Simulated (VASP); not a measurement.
# SnO2 (Pm) in VASP: single point with PBE

Aim: the single point of SnO2 with PBE.

Program: VASP 6.6.1. These are calculated values, not measurements. Logs are shortened: lines on timing, memory, paths and dates and some standing lists are left out, and cuts for length are marked.

## Step 1: The cell of the first run

The structure is monoclinic, space group Pm (No. 6). Conventional cell: a = 4.828 Å, b = 3.238 Å, c = 9.905 Å, α = 90.00°, β = 90.00°, γ = 90.00°. Within 2.8 Å of Sn (site symmetry m) lie 6 O at 2.09 Å. Sn (site symmetry m) has 6 O at 2.09 Å within 2.8 Å. Sn (site symmetry m) has 6 O at 2.09 to 2.28 Å within 2.8 Å. Within 2.8 Å of Sn (site symmetry m) lie 6 O at 2.09 Å. O (site symmetry m) has 3 Sn at 2.09 Å and 7 O at 2.82 to 2.96 Å within 3.0 Å. Within 2.8 Å of O (site symmetry m) lie 3 Sn at 2.09 Å and 1 O at 2.64 Å. O (site symmetry m) has 3 Sn at 2.09 Å and 1 O at 2.64 Å within 2.8 Å. O (site symmetry m) has 3 Sn at 2.09 Å and 1 O at 2.64 Å within 2.8 Å.

## Step 2: Single point, PBE (the distance across one plane changed)

INCAR reads:

```
PREC     = Accurate       # precision mode
ENCUT    = 520            # plane-wave cutoff, eV
EDIFF    = 1E-7           # SCF threshold, eV
ISMEAR   = 0              # smearing method
SIGMA    = 0.05           # smearing width, eV
LREAL    = F              # projectors in reciprocal space
LASPH    = T              # aspherical terms in the spheres
NELM     = 60             # most SCF steps
ALGO     = Normal         # electronic algorithm
ISIF     = 2              # what is computed and relaxed
LWAVE    = F              # write WAVECAR
LCHARG   = T              # write CHGCAR
GGA      = PE             # functional
LELF     = T              # ELF
LVHAR    = T            
NBANDS   = 64             # bands
```

KPOINTS reads:

```
regular mesh
0
Gamma
  6 8 3
```

POSCAR reads:

```
SnO2
1.0
    0.0000000000     -4.8277049970      0.0000000000
    0.0000000000      0.0000000000     -3.2379909379
    9.9054099939      0.0000000000      0.0000000000
Sn O
4 8
Direct
    1.0000000000      0.0000000000      0.6839412429
    1.0000000000      0.0000000000      0.1965606095
    0.5000000000      0.5000000000      0.9276315596
    0.5000000000      0.5000000000      0.4402509262
    0.6933949136      0.0000000000      0.8333746241
    0.6933949136      0.0000000000      0.3459939907
    0.1933949136      0.5000000000      0.7781981783
    0.1933949136      0.5000000000      0.2908175449
    0.3066050864      0.0000000000      0.0471272282
    0.3066050864      0.0000000000      0.5345078616
    0.8066050864      0.5000000000      0.1023036740
    0.8066050864      0.5000000000      0.5896843074
```

Potentials or basis: VASP PAW PBE potentials, release 64 (Sn_d, O).

On the command line:

```sh
$ cat potpaw_PBE.64/Sn_d/POTCAR potpaw_PBE.64/O/POTCAR > POTCAR
$ mpirun -np 1 vasp_std > vasp.out
```

OUTCAR:

```text
PREC = Accurate
   ENCUT = 520
   EDIFF = 1E-7
   ISMEAR = 0
   LREAL = F
   LASPH = T
   NELM = 60
   ISIF = 2
   GGA = PE

 ion  position               nearest neighbor table
   1  0.000  0.000  0.684-   7 2.09   7 2.09  12 2.09  12 2.09   5 2.09  10 2.09
   2  0.000  0.000  0.197-   8 2.09   8 2.09  11 2.09  11 2.09   6 2.09   9 2.09
   3  0.500  0.500  0.928-   5 2.09   5 2.09   7 2.09   9 2.21   9 2.21  11 2.28
   4  0.500  0.500  0.440-  10 2.09  10 2.09   6 2.09   6 2.09  12 2.09   8 2.09
   5  0.693  0.000  0.833-   3 2.09   3 2.09   1 2.09
   6  0.693  0.000  0.346-   4 2.09   4 2.09   2 2.09
   7  0.193  0.500  0.778-   1 2.09   1 2.09   3 2.09
   8  0.193  0.500  0.291-   2 2.09   2 2.09   4 2.09
   9  0.307  0.000  0.047-   2 2.09   3 2.21   3 2.21
  10  0.307  0.000  0.535-   4 2.09   4 2.09   1 2.09
  11  0.807  0.500  0.102-   2 2.09   2 2.09   3 2.28
  12  0.807  0.500  0.590-   1 2.09   1 2.09   4 2.09

  LATTYP: Found a simple orthorhombic cell.
 ALAT       =     3.2379909379
 B/A-ratio  =     1.4909569204
 C/A-ratio  =     3.0591222100

  Lattice vectors:

 A1 = (   0.0000000000,   0.0000000000,   3.2379909379)
 A2 = (   0.0000000000,  -4.8277049970,   0.0000000000)
 A3 = (   9.9054099939,   0.0000000000,   0.0000000000)

Analysis of symmetry for initial positions (statically):
=====================================================================
 Subroutine PRICEL returns:
 Original cell was already a primitive cell.

 Routine SETGRP: Setting up the symmetry group for a
 simple orthorhombic supercell.

 Subroutine GETGRP returns: Found  2 space group operations
 (whereof  2 operations were pure point group operations)
 out of a pool of  8 trial point group operations.

The static configuration has the point symmetry C_1h.

Analysis of symmetry for dynamics (positions and initial velocities):
=====================================================================
 Subroutine PRICEL returns:
 Original cell was already a primitive cell.

 Routine SETGRP: Setting up the symmetry group for a
 simple orthorhombic supercell.

 Subroutine GETGRP returns: Found  2 space group operations
 (whereof  2 operations were pure point group operations)
 out of a pool of  8 trial point group operations.

The dynamic configuration has the point symmetry C_1h.

 Subroutine INISYM returns: Found  2 space group operations
 (whereof  2 operations are pure point group operations),
 and found     1 'primitive' translations

----------------------------------------------------------------------------------------

                                     Primitive cell

  volume of cell :     154.8420

  direct lattice vectors                    reciprocal lattice vectors
     0.000000000 -4.827704997  0.000000000     0.000000000 -0.207137760  0.000000000
     0.000000000  0.000000000 -3.237990938     0.000000000  0.000000000 -0.308833477
     9.905409994  0.000000000  0.000000000     0.100954933  0.000000000  0.000000000

  length of vectors
     4.827704997  3.237990938  9.905409994     0.207137760  0.308833477  0.100954933

  position of ions in fractional coordinates (direct lattice)
     0.000000000  0.000000000  0.683941243
     0.000000000  0.000000000  0.196560609
     0.500000000  0.500000000  0.927631560
     0.500000000  0.500000000  0.440250926
     0.693394914  0.000000000  0.833374624
     0.693394914  0.000000000  0.345993991
     0.193394914  0.500000000  0.778198178
     0.193394914  0.500000000  0.290817545
     0.306605086  0.000000000  0.047127228
     0.306605086  0.000000000  0.534507862
     0.806605086  0.500000000  0.102303674
     0.806605086  0.500000000  0.589684307

  ion indices of the primitive-cell ions
   primitive index   ion index
                 1           1
                 2           2
                 3           3
                 4           4
                 5           5
                 6           6
                 7           7
                 8           8
                 9           9
                10          10
                11          11
                12          12

----------------------------------------------------------------------------------------

 KPOINTS: regular mesh

Automatic generation of k-mesh.
 Grid dimensions read from file:
 generate k-points for:    6    8    3

 Generating k-lattice:

  Cartesian coordinates                     Fractional coordinates (reciprocal lattice)
     0.000000000 -0.034522960  0.000000000     0.166666667  0.000000000  0.000000000
     0.000000000  0.000000000 -0.038604185     0.000000000  0.125000000  0.000000000
     0.033651644  0.000000000  0.000000000     0.000000000  0.000000000  0.333333333

  Length of vectors
     0.034522960  0.038604185  0.033651644

  Shift w.r.t. Gamma in fractional coordinates (k-lattice)
     0.000000000  0.000000000  0.000000000

 Subroutine IBZKPT returns following result:
 ===========================================

 Found     50 irreducible k-points:

 Following reciprocal coordinates:
            Coordinates               Weight
  0.000000  0.000000  0.000000      1.000000
  0.166667  0.000000  0.000000      2.000000
  0.333333  0.000000  0.000000      2.000000
  0.500000  0.000000  0.000000      1.000000
  0.000000  0.125000  0.000000      2.000000
  0.166667  0.125000  0.000000      4.000000
[... 16 lines left out ...]
  0.166667  0.000000 -0.333333      2.000000
  0.333333  0.000000  0.333333      2.000000
 [... further k-points ...]
   k-points           NKPTS =     50   k-points in BZ     NKDIM =     50   number of bands    NBANDS=     64
   number of dos      NEDOS =    301   number of ions     NIONS =     12
   total plane-waves  NPLWV =  69120
   dimension x,y,z NGX =    36 NGY =   24 NGZ =   80
   dimension x,y,z NGXF=    72 NGYF=   48 NGZF=  160
   ions per type =               4   8
   NGX,Y,Z   is equivalent  to a cutoff of  12.40, 12.32, 13.43 a.u.
   NGXF,Y,Z  is equivalent  to a cutoff of  24.79, 24.64, 26.85 a.u.
 SYSTEM =  unknown system
   PREC   = accura    normal or accurate (medium, high low for compatibility)
   ISTART =      0    job   : 0-new  1-cont  2-samecut
   ICHARG =      2    charge: 1-file 2-atom 10-const
   ISPIN  =      1    spin polarized calculation?
   LNONCOLLINEAR =      F non collinear calculations
   LSORBIT =      F    spin-orbit coupling
   LASPH  =      T    aspherical Exc in radial PAW
   ENCUT  =  520.0 eV  38.22 Ry    6.18 a.u.   8.98  6.02 18.42*2*pi/ulx,y,z
   NELM   =     60;   NELMIN=  2; NELMDL= -5     # of ELM steps
   EDIFF  = 0.1E-06   stopping-criterion for ELM
   LREAL  =      F    real-space projection
   EDIFFG = 0.1E-05   stopping-criterion for IOM
   NSW    =      0    number of steps for IOM
   IBRION =     -1    ionic relax: 0-MD 1-quasi-New 2-CG
   NFREE  =      0    steps in history (QN), initial steepest desc. (CG)
   ISIF   =      2    stress and relaxation
   ISYM   =      2    0-nonsym 1-usesym 2-fastsym
   POTIM  = 0.5000    time-step for ionic-motion
   TEBEG  =    0.0;   TEEND  =   0.0 temperature during run
   PSTRESS=    0.0 pullay stress
   NELECT =     104.0000    total number of electrons
   NUPDOWN=      -1.0000    fix difference up-down
   EMIN   =  10.00;   EMAX   =-10.00  energy-range for DOS
   EFERMI =   0.00;   METHOD = LEGACY
   ISMEAR =     0;   SIGMA  =   0.05  broadening in eV -4-tet -1-fermi 0-gaus
   EFERMI_NEDOS =   21; number of points for ismear=-14 and -15
   IALGO  =     38    algorithm
   IMIX   =      4    mixing-type and parameters
     AMIX     =   0.40;   BMIX     =  1.00
     AMIX_MAG =   1.60;   BMIX_MAG =  1.00
  volume/ion in A,a.u.               =      12.90        87.08
  Fermi-wavevector in a.u.,A,eV,Ry     =   1.433694  2.709288 27.966466  2.055477
  Thomas-Fermi vector in A             =   2.553184
   LORBIT       =      0    0 simple, 1 ext, 2 COOP (PROOUT), +10 PAW based schemes
   GGA     = PE    functional components
   LHFCALC =     F    Hartree Fock is set to
   AEXX    =    0.0000 exact exchange contribution
   IVDW    =     0    specifies the selected vdW correction
   LEPSILON=     F    determine dielectric tensor
   LRPA    =     F    only Hartree local field effects (RPA)
 non-spin polarized calculation
 Gauss-broadening in eV      SIGMA  =   0.05
  energy-cutoff  :      520.00
  volume of cell :      154.84
 maximum number of plane-waves:      4200
 NGX is ok and might be reduce to    36
   NGX = 17   NGY = 13   NGZ = 37

 number of electron     104.0000031 magnetization

 Free energy of the ion-electron system (eV)
  ---------------------------------------------------
  ext. energy  EPLUGINS =         0.00000000
  ---------------------------------------------------
  free energy    TOTEN  =       -74.20926332 eV

  energy without entropy =      -74.20923549  energy(sigma->0) =      -74.20924941

 E-fermi :   5.5619     XC(G=0): -10.8378

 val. band max:        5.4803009049   @ k =   0.0000   0.0000   0.0000
 cond. band min:       5.6432467659   @ k =   0.0000   0.0000   0.0000
 fundamental gap:      0.1629458610
 Fermi energy:         5.5618642188

 k-point     1 :       0.0000    0.0000    0.0000
  band No.  band energies     occupation
      1     -15.9630      2.00000
      2     -15.5854      2.00000
      3     -15.4522      2.00000
      4     -15.2424      2.00000
      5     -15.2259      2.00000
      6     -15.2175      2.00000
[... 56 lines left out ...]
     63      15.2165      0.00000
     64      15.5370      0.00000

 k-point     2 :       0.1667    0.0000    0.0000
  band No.  band energies     occupation
      1     -15.9392      2.00000
      2     -15.6067      2.00000
      3     -15.4677      2.00000
      4     -15.2409      2.00000
      5     -15.2271      2.00000
      6     -15.2178      2.00000
[... 1463 lines left out ...]
     63      15.5099      0.00000
     64      15.8973      0.00000

 k-point    24 :       0.3333    0.0000    0.3333
  band No.  band energies     occupation
      1     -15.8795      2.00000
      2     -15.6592      2.00000
      3     -15.4911      2.00000
      4     -15.2405      2.00000
      5     -15.2242      2.00000
      6     -15.2183      2.00000
[... 56 lines left out ...]
     63      15.7236      0.00000
     64      16.1015      0.00000

 [... further k-points ...]
[... 5 lines left out ...]
  --------------------------------------------------------------------------------------
  -------------------------------------------------------------------------------------
  Total       -4.5560550     -1.5362247     -1.4671830     -0.1339684      0.0000000      0.0000000
  in kB      -47.1422964    -15.8955846    -15.1811981     -1.3861945      0.0000000      0.0000000
  external PRESSURE =     -26.0730264 kB  Pullay stress =       0.0000000 kB

 VOLUME and BASIS-vectors are now :
 -----------------------------------------------------------------------------
  energy-cutoff  :      520.00
  volume of cell :      154.84
      direct lattice vectors                 reciprocal lattice vectors
     0.000000000 -4.827704997  0.000000000     0.000000000 -0.207137760  0.000000000
     0.000000000  0.000000000 -3.237990938     0.000000000  0.000000000 -0.308833477
     9.905409994  0.000000000  0.000000000     0.100954933  0.000000000  0.000000000

 POSITION                                       TOTAL-FORCE (eV/Angst)
 -----------------------------------------------------------------------------------
      6.77472      0.00000      0.00000        -0.524192     -0.083687      0.000000
      1.94701      0.00000      0.00000        -0.570704      0.123769      0.000000
      9.18857     -2.41385     -1.61900         2.675147      0.359700      0.000000
      4.36087     -2.41385     -1.61900        -0.579835      0.045021      0.000000
      8.25492     -3.34751      0.00000         0.439303      0.283540      0.000000
      3.42721     -3.34751      0.00000         0.282233      0.078228      0.000000
      7.70837     -0.93365     -1.61900         0.327378     -0.118262      0.000000
      2.88067     -0.93365     -1.61900         0.275681     -0.083030      0.000000
      0.46681     -1.48020      0.00000        -1.969999     -1.120455      0.000000
      5.29452     -1.48020      0.00000         0.284564      0.114241      0.000000
      1.01336     -3.89405     -1.61900        -0.907011      0.484488      0.000000
      5.84106     -3.89405     -1.61900         0.267435     -0.083555      0.000000
 -----------------------------------------------------------------------------------
    total drift:                                0.001487     -0.000078     -0.000000

  FREE ENERGIE OF THE ION-ELECTRON SYSTEM (eV)
  ---------------------------------------------------
  free  energy   TOTEN  =       -74.2092633197 eV

  energy  without entropy=      -74.2092354938  energy(sigma->0) =      -74.20924941
```

Run time: 9.5 min. Hardware: 1 thread of AMD EPYC 7R13 (Zen 3), shared host; peak memory 0.44 GiB.

What came out:

```
Free energy            : -74.2093 eV
Pressure               : -2.6 GPa
Largest force          : 2.699 eV/Å
Band gap on the k mesh : 0.16 eV
```

Forces in eV/Å, atoms in the order of the input:
```
Sn  -0.524 -0.084  0.000
Sn  -0.571  0.124  0.000
Sn   2.675  0.360  0.000
Sn  -0.580  0.045  0.000
O    0.439  0.284  0.000
O    0.282  0.078  0.000
O    0.327 -0.118  0.000
O    0.276 -0.083  0.000
O   -1.970 -1.120  0.000
O    0.285  0.114  0.000
O   -0.907  0.484  0.000
O    0.267 -0.084  0.000
```

Stress tensor (GPa, compression positive):
```
-4.71 -0.14  0.00
-0.14 -1.59  0.00
 0.00  0.00 -1.52
```

Caveat: the cell differs from its parent crystal (the distance across one plane changed); semilocal functionals underestimate gaps, and a narrow one can read as zero; spin-orbit coupling is left out, which moves the levels of the heavy elements; forces of over 1 eV/Å act on the atoms, so gaps and moduli don't describe the material at rest.
